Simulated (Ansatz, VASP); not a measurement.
**One calculation of AlNi, two programs**

File INCAR:

```
PREC = Accurate ; ENCUT = 520
EDIFF = 1E-6 ; ISMEAR = 0
SIGMA = 0.1 ; LREAL = F
LASPH = T ; NELM = 80
ALGO = Fast ; ISIF = 2
LWAVE = F ; LCHARG = T
GGA = PS ; LELF = T
LVHAR = T ; NBANDS = 14
```

Contents of KPOINTS:

```
Automatic mesh
0
Gamma
  18 18 18
```

File POSCAR:

```
AlNi
1.0
    2.8623511850      0.0000000000      0.0000000000
    0.0000000000      2.8623511850      0.0000000000
    0.0000000000      0.0000000000      2.9052864528
Al Ni
1 1
Direct
    0.5000000000      0.5000000000      0.5000000000
    0.0000000000      0.0000000000      0.0000000000
```

Input for Ansatz:

```yaml
crystal:
  lattice:
    - [2.862351185, 0.0, 0.0]
    - [0.0, 2.862351185, 0.0]
    - [0.0, 0.0, 2.9052864528]
  atoms:
    - { symbol: Al, position: [0.5, 0.5, 0.5] }
    - { symbol: Ni, position: [0.0, 0.0, 0.0] }
basis:
  ecutwfc: 420
kpoints:
  mp_grid: { grid: [18, 18, 18] }
hamiltonian:
  xc: pbesol
scf:
  occupations: { method: gaussian, width: 0.1 }
output:
  forces: true
  stress: true
  eigenvalues: true
```

Change from the starting cell: strain along c alone, the other axes held, atoms relaxed: +1.5 %.

Alike in both runs: task single point; functional PBEsol; k mesh 18 × 18 × 18; occupations gaussian, width 0.1 eV; no spin polarisation.

|  | VASP | Ansatz |
| --- | --- | --- |
| version | VASP 6.6.1 | Ansatz 0.2.0 |
| potentials or method | VASP PAW PBE potentials, release 64 (Al, Ni), cutoff 520 eV | scalar-relativistic, plane waves, PAW |
| valence electrons in the cell | 13 | 21 |

Ansatz gave:

```
gap on the k mesh at the Fermi level (eV)                     : none
pressure (GPa)                                                : -2.5
traceless stress, the component that is largest in VASP (GPa) : -0.63
```

**Question.** Which values does VASP return?

**Answer.** gap on the k mesh at the Fermi level (eV): none; pressure (GPa): -2.7; traceless stress, the component that is largest in VASP (GPa): -0.65.

VASP's potentials were made for PBE, not for PBEsol. A gap of «none» marks a metal or a gap that the smearing closes. With one functional, cell and mesh, what is left measures potentials, basis and numerics. VASP's potentials hold 13 valence electrons a cell and Ansatz's 21, so a difference there can come from the potentials and not from the codes.
